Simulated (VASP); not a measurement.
A run of VASP 6.6.1 is set up as follows.

Contents of POSCAR:

```
SrReBrO2
1.0
    5.5053014600      0.0000000000      0.0000000000
    2.7526507300     -6.1206819300      0.0000000000
    0.0000000000      0.0000000000     -5.3892316400
Re O Br Sr
2 4 2 2
Direct
    0.0796000000      0.8408000000      0.7500000000
    0.9204000000      0.1592000000      0.2500000000
    0.2470000000      0.0000000000      0.0000000000
    0.7530000000      0.0000000000      0.5000000000
    0.7530000000      0.0000000000      0.0000000000
    0.2470000000      0.0000000000      0.5000000000
    0.7456000000      0.5088000000      0.7500000000
    0.2544000000      0.4912000000      0.2500000000
    0.3943000000      0.2114000000      0.7500000000
    0.6057000000      0.7886000000      0.2500000000
```

The input INCAR.step1:

```
SYSTEM = SrReBrO2
PREC = Accurate ; ENCUT = 520
ISMEAR = -5 ; SIGMA = 0.0186
LREAL = .False. ; LASPH = .True.
NELM = 100 ; LMAXMIX = 4
GGA = PE ; ALGO = Normal
EDIFF = 1E-4 ; LWAVE = .True.
LCHARG = .False.
```

INCAR.step2

```
SYSTEM = SrReBrO2
PREC = Accurate ; ENCUT = 520
EDIFF = 1E-6 ; ISMEAR = 0
SIGMA = 0.0186 ; LREAL = .False.
LASPH = .True. ; NELM = 100
ALGO = Normal ; ISIF = 2
LWAVE = .False. ; LCHARG = .False.
LMAXMIX = 4 ; METAGGA = R2SCAN
LMIXTAU = .True. ; LORBIT = 10
ISTART = 1
```

KPOINTS

```
Automatic mesh
0
Gamma
  5 5 5
  0 0 0
```

Potentials or basis: VASP PAW PBE potentials, release 64 (Re, O, Br, Sr_sv).

Run with:

```sh
$ cat potpaw_PBE.64/Re/POTCAR potpaw_PBE.64/O/POTCAR potpaw_PBE.64/Br/POTCAR potpaw_PBE.64/Sr_sv/POTCAR > POTCAR
$ cp INCAR.step1 INCAR
$ mpirun -np 1 vasp_std > vasp.out
$ cp INCAR.step2 INCAR
$ mpirun -np 1 vasp_std > vasp.out
```

Q: What does it give for the largest force?

A: 4.258 eV/Å.

Q: Estimate the pressure.

A: -4.1 GPa.

Q: Estimate the band gap on the k mesh.

A: 0.24 eV (least direct gap 0.40 eV).

Stress tensor (GPa, compression positive):
```
-8.16  0.00  0.00
 0.00 -4.65  0.00
 0.00  0.00  0.43
```

Caveat: the cell stands under tension; the PAW data sets were made with another functional, which shifts forces and pressure a little; spin-orbit coupling is left out, which moves the levels of the heavy elements; an odd mesh through Γ misses points on the zone boundary, where band edges can lie.
